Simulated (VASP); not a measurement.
# SnO (P6_3/mmc) in VASP: a series of runs

SnO is run at these levels: PBE; tasks: single point.

Program: VASP 6.6.1. These are calculated values, not measurements. Logs are shortened: lines on timing, memory, paths and dates and some standing lists are left out, and cuts for length are marked.

## (1) The cell of the first run

It takes space group P6_3/mmc (No. 194, hexagonal). Conventional cell: a = 3.493 Å, b = 3.493 Å, c = 5.756 Å, α = 90.00°, β = 90.00°, γ = 120.00°. Within 3.3 Å of Sn (site symmetry -3m) lie 6 O at 2.48 Å and 2 Sn at 2.88 Å. Within 3.3 Å of O (site symmetry -6m2) lie 6 Sn at 2.48 Å.

## (2) Single point, PBE

The input, INCAR:

```
SYSTEM = SnO
  PREC = Accurate
  ENCUT = 520
  EDIFF = 1E-6
  ISMEAR = 0
  SIGMA = 0.1
  LREAL = .FALSE.
  LASPH = .TRUE.
  NELM = 80
  ALGO = Normal
  ISIF = 2
  LWAVE = .FALSE.
  LCHARG = .FALSE.
  GGA = PE
  NBANDS = 28
```

The input, KPOINTS:

```
regular mesh
0
G
  6 6 4
  0 0 0
```

The input, POSCAR:

```
SnO
1.0
    3.4933787500      0.0000000000      0.0000000000
   -1.7466893700      3.0253547400      0.0000000000
    0.0000000000      0.0000000000      5.7556545900
Sn O
2 2
Direct
    0.0000000000      0.0000000000      0.0000000000
    0.0000000000      0.0000000000      0.5000000000
    0.3333333300      0.6666666700      0.7500000000
    0.6666666700      0.3333333300      0.2500000000
```

Potentials or basis: VASP PAW PBE potentials, release 64 (Sn_d, O).

Launch:

```bash
$ cat potpaw_PBE.64/Sn_d/POTCAR potpaw_PBE.64/O/POTCAR > POTCAR
$ mpirun -np 1 vasp_std > vasp.out
```

OUTCAR:

```text
SYSTEM = SnO
   PREC = Accurate
   ENCUT = 520
   EDIFF = 1E-6
   ISMEAR = 0
   LREAL = .FALSE.
   LASPH = .TRUE.
   NELM = 80
   ISIF = 2
   GGA = PE

 ion  position               nearest neighbor table
   1  0.000  0.000  0.000-   3 2.48   4 2.48   3 2.48   4 2.48   4 2.48   3 2.48   2 2.88   2 2.88

   2  0.000  0.000  0.500-   3 2.48   4 2.48   3 2.48   4 2.48   4 2.48   3 2.48   1 2.88   1 2.88

   3  0.333  0.667  0.750-   1 2.48   2 2.48   1 2.48   2 2.48   1 2.48   2 2.48
   4  0.667  0.333  0.250-   1 2.48   2 2.48   1 2.48   2 2.48   1 2.48   2 2.48

  LATTYP: Found a hexagonal cell.
 ALAT       =     3.4933787500
 C/A-ratio  =     1.6475896265

  Lattice vectors:

 A1 = (   3.4933787500,   0.0000000000,   0.0000000000)
 A2 = (  -1.7466893700,   3.0253547400,   0.0000000000)
 A3 = (   0.0000000000,   0.0000000000,   5.7556545900)

Analysis of symmetry for initial positions (statically):
=====================================================================
 Subroutine PRICEL returns:
 Original cell was already a primitive cell.

 Routine SETGRP: Setting up the symmetry group for a
 hexagonal supercell.

 Subroutine GETGRP returns: Found 24 space group operations
 (whereof 12 operations were pure point group operations)
 out of a pool of 24 trial point group operations.

The static configuration has the point symmetry D_3d.
 The point group associated with its full space group is D_6h.

Analysis of symmetry for dynamics (positions and initial velocities):
=====================================================================
 Subroutine PRICEL returns:
 Original cell was already a primitive cell.

 Routine SETGRP: Setting up the symmetry group for a
 hexagonal supercell.

 Subroutine GETGRP returns: Found 24 space group operations
 (whereof 12 operations were pure point group operations)
 out of a pool of 24 trial point group operations.

The dynamic configuration has the point symmetry D_3d.
 The point group associated with its full space group is D_6h.

 Subroutine INISYM returns: Found 24 space group operations
 (whereof 12 operations are pure point group operations),
 and found     1 'primitive' translations

----------------------------------------------------------------------------------------

                                     Primitive cell

  volume of cell :      60.8298

  direct lattice vectors                    reciprocal lattice vectors
     3.493378750  0.000000000  0.000000000     0.286255820  0.165269875  0.000000000
    -1.746689370  3.025354740  0.000000000     0.000000000  0.330539750  0.000000000
     0.000000000  0.000000000  5.755654590     0.000000000  0.000000000  0.173742184

[... 86 lines left out ...]
   NSW    =      0    number of steps for IOM
   IBRION =     -1    ionic relax: 0-MD 1-quasi-New 2-CG
   NFREE  =      0    steps in history (QN), initial steepest desc. (CG)
   ISIF   =      2    stress and relaxation
   ISYM   =      2    0-nonsym 1-usesym 2-fastsym
   POTIM  = 0.5000    time-step for ionic-motion
   TEBEG  =    0.0;   TEEND  =   0.0 temperature during run
   PSTRESS=    0.0 pullay stress
   NELECT =      40.0000    total number of electrons
   NUPDOWN=      -1.0000    fix difference up-down
   EMIN   =  10.00;   EMAX   =-10.00  energy-range for DOS
   EFERMI =   0.00;   METHOD = LEGACY
   ISMEAR =     0;   SIGMA  =   0.10  broadening in eV -4-tet -1-fermi 0-gaus
   EFERMI_NEDOS =   21; number of points for ismear=-14 and -15
   IALGO  =     38    algorithm
   IMIX   =      4    mixing-type and parameters
     AMIX     =   0.40;   BMIX     =  1.00
     AMIX_MAG =   1.60;   BMIX_MAG =  1.00
  volume/ion in A,a.u.               =      15.21       102.63
  Fermi-wavevector in a.u.,A,eV,Ry     =   1.423604  2.690222 27.574233  2.026649
  Thomas-Fermi vector in A             =   2.544184
   LORBIT       =      0    0 simple, 1 ext, 2 COOP (PROOUT), +10 PAW based schemes
   GGA     = PE    functional components
   LHFCALC =     F    Hartree Fock is set to
   AEXX    =    0.0000 exact exchange contribution
   IVDW    =     0    specifies the selected vdW correction
   LEPSILON=     F    determine dielectric tensor
   LRPA    =     F    only Hartree local field effects (RPA)
 non-spin polarized calculation
 Gauss-broadening in eV      SIGMA  =   0.10
  energy-cutoff  :      520.00
  volume of cell :       60.83
 maximum number of plane-waves:      1677
 NGX is ok and might be reduce to    28
   NGX = 13   NGY = 13   NGZ = 21

 number of electron      40.0000019 magnetization

 Free energy of the ion-electron system (eV)
  ---------------------------------------------------
  ext. energy  EPLUGINS =         0.00000000
  ---------------------------------------------------
  free energy    TOTEN  =       -20.23544838 eV

  energy without entropy =      -20.23395685  energy(sigma->0) =      -20.23470261

 E-fermi :   8.9738     XC(G=0): -11.1536

 val. band max:        8.9308032827   @ k =   0.3333   0.3333   0.2500
 cond. band min:       9.0980680512   @ k =   0.3333   0.3333   0.0000
 fundamental gap:      0.1672647685
 Fermi energy:         8.9738370684

 k-point     1 :       0.0000    0.0000    0.0000
  band No.  band energies     occupation
      1     -13.2184      2.00000
      2     -12.9155      2.00000
      3     -12.9155      2.00000
      4     -12.8886      2.00000
      5     -12.8886      2.00000
      6     -12.8514      2.00000
[... 640 lines left out ...]
     27      19.9121      0.00000
     28      19.9121      0.00000

------------------------ aborting loop because EDIFF is reached ----------------------------------------

  FORCE on cell =-STRESS in cart. coord.  units (eV):
  Direction    XX          YY          ZZ          XY          YZ          ZX
  --------------------------------------------------------------------------------------
  -------------------------------------------------------------------------------------
  Total        4.2494948      4.2494948      7.8693984      0.0000000      0.0000000     -0.0000000
  in kB      111.9260522    111.9260520    207.2695065      0.0000002      0.0000000     -0.0000000
  external PRESSURE =     143.7072036 kB  Pullay stress =       0.0000000 kB

 VOLUME and BASIS-vectors are now :
 -----------------------------------------------------------------------------
  energy-cutoff  :      520.00
  volume of cell :       60.83
      direct lattice vectors                 reciprocal lattice vectors
     3.493378750  0.000000000  0.000000000     0.286255820  0.165269875  0.000000000
    -1.746689370  3.025354740  0.000000000     0.000000000  0.330539750  0.000000000
     0.000000000  0.000000000  5.755654590     0.000000000  0.000000000  0.173742184

 POSITION                                       TOTAL-FORCE (eV/Angst)
 -----------------------------------------------------------------------------------
      0.00000      0.00000      0.00000         0.000000      0.000000     -0.000000
      0.00000      0.00000      2.87783         0.000000      0.000000     -0.000000
     -0.00000      2.01690      4.31674         0.000000      0.000000      0.000000
      1.74669      1.00845      1.43891        -0.000000      0.000000      0.000000
 -----------------------------------------------------------------------------------
    total drift:                                0.000000     -0.000000      0.000000

  FREE ENERGIE OF THE ION-ELECTRON SYSTEM (eV)
  ---------------------------------------------------
  free  energy   TOTEN  =       -20.2354483828 eV

  energy  without entropy=      -20.2339568468  energy(sigma->0) =      -20.23470261
```

It took 18 s on 1 thread of Intel Xeon 6975P-C (Granite Rapids), shared host; peak memory 0.18 GiB.

What came out:

```yaml
Free_energy: -20.2354 eV
Pressure: 14.4 GPa
Band_gap_on_the_k_mesh: zero (band 20 reaches 9.10 eV, above the bottom of band 21 at 8.32 eV)
```

Stress tensor (GPa, compression positive):
```
11.19  0.00  0.00
 0.00 11.19  0.00
 0.00  0.00 20.73
```

Caveat: spin-orbit coupling is left out, which moves the levels of the heavy elements.

## (3) Single point, PBE

This run uses another cell than the first one, of 16.79 Å³/atom, 1.104 times its volume.

The input, INCAR:

```
SYSTEM = SnO
PREC     = Accurate       ! precision mode
ENCUT    = 520            ! plane-wave cutoff, eV
EDIFF    = 1E-7           ! SCF threshold, eV
ISMEAR   = 0              ! smearing method
SIGMA    = 0.1            ! smearing width, eV
LREAL    = .False.        ! projectors in reciprocal space
LASPH    = .True.         ! aspherical terms in the spheres
NELM     = 80             ! most SCF steps
ALGO     = Normal         ! electronic algorithm
ISIF     = 2              ! what is computed and relaxed
LWAVE    = .False.        ! write WAVECAR
LCHARG   = .False.        ! write CHGCAR
GGA      = PE             ! functional
NBANDS   = 28             ! bands
```

The input, KPOINTS:

```
Automatic mesh
0
Gamma
  6 6 4
  0 0 0
```

The input, POSCAR:

```
SnO
1.0
    3.4704348908     -0.0000000029      0.0000000000
   -1.7352174429      3.0054847791      0.0000000000
    0.0000000000      0.0000000000      6.4398868621
Sn O
2 2
Direct
    0.0000000000      0.0000000000      0.0000000000
    0.0000000000      0.0000000000      0.5000000000
    0.3333333333      0.6666666667      0.7500000000
    0.6666666667      0.3333333333      0.2500000000
```

Potentials or basis: VASP PAW PBE potentials, release 64 (Sn_d, O).

Launch:

```bash
$ cat potpaw_PBE.64/Sn_d/POTCAR potpaw_PBE.64/O/POTCAR > POTCAR
$ mpirun -np 1 vasp_std > vasp.out
```

OUTCAR:

```text
SYSTEM = SnO
   PREC = Accurate
   ENCUT = 520
   EDIFF = 1E-7
   ISMEAR = 0
   LREAL = .False.
   LASPH = .True.
   NELM = 80
   ISIF = 2
   GGA = PE

 ion  position               nearest neighbor table
   1  0.000  0.000  0.000-   3 2.57   4 2.57   4 2.57   3 2.57   4 2.57   3 2.57   2 3.22   2 3.22

   2  0.000  0.000  0.500-   3 2.57   4 2.57   4 2.57   3 2.57   4 2.57   3 2.57   1 3.22   1 3.22

   3  0.333  0.667  0.750-   1 2.57   2 2.57   1 2.57   2 2.57   1 2.57   2 2.57
   4  0.667  0.333  0.250-   1 2.57   2 2.57   1 2.57   2 2.57   1 2.57   2 2.57

  LATTYP: Found a hexagonal cell.
 ALAT       =     3.4704348908
[... 848 lines left out ...]
  -------------------------------------------------------------------------------------
  Total       -0.0467621     -0.0467621      0.0791637      0.0000000      0.0000000      0.0000000
  in kB       -1.1153941     -1.1153941      1.8882515      0.0000000      0.0000000      0.0000000
  external PRESSURE =      -0.1141789 kB  Pullay stress =       0.0000000 kB

 VOLUME and BASIS-vectors are now :
 -----------------------------------------------------------------------------
  energy-cutoff  :      520.00
  volume of cell :       67.17
      direct lattice vectors                 reciprocal lattice vectors
     3.470434891 -0.000000003  0.000000000     0.288148325  0.166362513  0.000000000
    -1.735217443  3.005484779  0.000000000     0.000000000  0.332725026  0.000000000
     0.000000000  0.000000000  6.439886862     0.000000000  0.000000000  0.155282231

 POSITION                                       TOTAL-FORCE (eV/Angst)
 -----------------------------------------------------------------------------------
      0.00000      0.00000      0.00000         0.000000      0.000000      0.000000
      0.00000      0.00000      3.21994         0.000000      0.000000      0.000000
      0.00000      2.00366      4.82992        -0.000000      0.000000     -0.000000
      1.73522      1.00183      1.60997         0.000000     -0.000000      0.000000
 -----------------------------------------------------------------------------------
    total drift:                               -0.000000      0.000000      0.000000

  FREE ENERGIE OF THE ION-ELECTRON SYSTEM (eV)
  ---------------------------------------------------
  free  energy   TOTEN  =       -20.6610578030 eV

  energy  without entropy=      -20.6593907566  energy(sigma->0) =      -20.66022428
```

stdout:

```text
POSCAR found type information on POSCAR SnO
 POSCAR found :  2 types and       4 ions
 scaLAPACK will be used
 LDA part: xc-table for (Slater+PW92), standard interpolation
 POSCAR, INCAR and KPOINTS ok, starting setup
 FFT: planning ... GRIDC
 FFT: planning ... GRID_SOFT
 FFT: planning ... GRID
 WAVECAR not read
 entering main loop
```

It took 19 s on 1 thread of Intel Xeon 6975P-C (Granite Rapids), shared host; peak memory 0.19 GiB.

What came out:

```yaml
Free_energy: -20.6611 eV
Pressure: 0.0 GPa
Band_gap_on_the_k_mesh: zero (band 20 reaches 7.77 eV, above the bottom of band 21 at 7.01 eV)
```

Caveat: spin-orbit coupling is left out, which moves the levels of the heavy elements.
